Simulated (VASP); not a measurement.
Set up this calculation in VASP 6.6.1, as the native input.

```
Task                   : single point
Functional             : r2SCAN
Potentials or basis    : VASP PAW PBE potentials, release 64 (K_sv, Ta_pv, O)
Cutoff                 : 520 eV
k mesh                 : 6 × 6 × 6
Occupations            : gaussian, width 0.01 eV
Spin                   : no spin polarisation
Dipole correction      : no
Further INCAR settings : ALGO = Normal; EDIFF = 1e-06; NBANDS = 27
```

Crystal: KTaO3.

```xyz
5
Lattice="3.8305 0.0000 0.0000 0.0000 3.8305 0.0000 0.0000 0.0000 3.8305" Properties=species:S:1:pos:R:3 pbc="T T T"
K     0.0000    0.0000    0.0000
Ta    1.9153    1.9153    1.9153
O     1.9153    1.9153    0.0000
O     1.9153    0.0000    1.9153
O     0.0000    1.9153    1.9153
```

This cell differs from its parent crystal: strain -4.0%.

The input as run:

POSCAR

```
KTaO3
1.0
    3.8305258589      0.0000000000      0.0000000000
    0.0000000000      3.8305258589      0.0000000000
    0.0000000000      0.0000000000      3.8305258589
K Ta O
1 1 3
Direct
    0.0000000000      0.0000000000      0.0000000000
    0.5000000000      0.5000000000      0.5000000000
    0.5000000000      0.5000000000      0.0000000000
    0.5000000000      0.0000000000      0.5000000000
    0.0000000000      0.5000000000      0.5000000000
```

INCAR.step1

```
SYSTEM = KTaO3
  PREC = Accurate
  ENCUT = 520
  ISMEAR = 0
  SIGMA = 0.01
  LREAL = .FALSE.
  LASPH = .TRUE.
  NELM = 100
  NBANDS = 27
  GGA = PE
  ALGO = Normal
  EDIFF = 1E-4
  LWAVE = .TRUE.
  LCHARG = .FALSE.
```

INCAR.step2

```
SYSTEM = KTaO3
  PREC = Accurate
  ENCUT = 520
  EDIFF = 1E-6
  ISMEAR = 0
  SIGMA = 0.01
  LREAL = .FALSE.
  LASPH = .TRUE.
  NELM = 100
  ALGO = Normal
  ISIF = 2
  LWAVE = .FALSE.
  LCHARG = .FALSE.
  METAGGA = R2SCAN
  LMIXTAU = .TRUE.
  NBANDS = 27
  ISTART = 1
```

KPOINTS

```
Automatic mesh
0
G
  6 6 6
  0 0 0
```

Potentials or basis: VASP PAW PBE potentials, release 64 (K_sv, Ta_pv, O).

The run is started by

```sh
$ cat potpaw_PBE.64/K_sv/POTCAR potpaw_PBE.64/Ta_pv/POTCAR potpaw_PBE.64/O/POTCAR > POTCAR
$ cp INCAR.step1 INCAR
$ mpirun -np 1 vasp_std > vasp.out
$ cp INCAR.step2 INCAR
$ mpirun -np 1 vasp_std > vasp.out
```

It gave:

The pressure is 35.3 GPa and the band gap on the k mesh is 2.89 eV, indirect (least direct gap 3.45 eV).

Caveat: the cell differs from its parent crystal (strain -4.0%); the PAW data sets were made with another functional, which shifts forces and pressure a little; spin-orbit coupling is left out, which moves the levels of the heavy elements.

Wall time 54 s on 1 thread of AMD EPYC 9R45 96-Core Processor (Zen 5), on a shared host, peak memory 0.16 GiB.
